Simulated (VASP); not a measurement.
Set up this calculation in VASP 6.6.1, as the native input.

- Task: single point
- Functional: PBE
- Potentials or basis: VASP PAW PBE potentials, release 64 (Cu, Sn_d)
- Cutoff: 600 eV
- k mesh: 6 × 6 × 1
- Occupations: gaussian, width 0.1 eV
- Spin: no spin polarisation
- Dipole correction: no
- Further INCAR settings: ALGO = Normal; EDIFF = 1e-06; NBANDS = 72

The structure of Cu3Sn2 lies in POSCAR:

```
Cu3Sn2
1.0
    3.1864046671      0.0000000000      0.0000000000
   -1.5932023336      2.7595073885      0.0000000000
    0.0000000000      0.0000000000     21.2109032890
Cu Sn
6 4
Direct
    0.3333333333      0.6666666667      0.9618125072
    0.3333333333      0.6666666667      0.1165555530
    0.3333333333      0.6666666667      0.3147700929
    0.6666666667      0.3333333333      0.0381874928
    0.6666666667      0.3333333333      0.6852299071
    0.6666666667      0.3333333333      0.8834444470
    0.3333333333      0.6666666667      0.5819685447
    0.3333333333      0.6666666667      0.7856101059
    0.6666666667      0.3333333333      0.2143898941
    0.6666666667      0.3333333333      0.4180314553
```

These files were run (other wordings do the same):

INCAR

```
PREC     = Accurate       # precision mode
ENCUT    = 600            # plane-wave cutoff, eV
EDIFF    = 1E-6           # SCF threshold, eV
ISMEAR   = 0              # smearing method
SIGMA    = 0.1            # smearing width, eV
LREAL    = F              # projectors in reciprocal space
LASPH    = T              # aspherical terms in the spheres
NELM     = 120            # most SCF steps
ALGO     = Normal         # electronic algorithm
ISIF     = 2              # what is computed and relaxed
LWAVE    = F              # write WAVECAR
LCHARG   = T              # write CHGCAR
GGA      = PE             # functional
LELF     = T              # ELF
LVHAR    = T            
NBANDS   = 72             # bands
GGA_COMPAT= F
```

KPOINTS

```
Automatic mesh
0
Gamma
  6 6 1
```

Potentials or basis: VASP PAW PBE potentials, release 64 (Cu, Sn_d).

Launch:

```console
$ cat potpaw_PBE.64/Cu/POTCAR potpaw_PBE.64/Sn_d/POTCAR > POTCAR
$ mpirun -np 1 vasp_std > vasp.out
```

It gave:

```json
{
  "Pressure": "0.2 GPa",
  "Largest force": "0.021 eV/Å",
  "Band gap on the k mesh": "zero (bands 61 and 62 overlap by 2.04 eV)"
}
```

Caveat: the k points lie up to 0.38 Å⁻¹ apart, too coarse for converged energies and pressures of a metal; spin-orbit coupling is left out, which moves the levels of the heavy elements.

Wall time 4.9 min on 1 thread of Oxide Virtual Turin-like Processor, with other jobs on the host, peak memory 0.36 GiB.
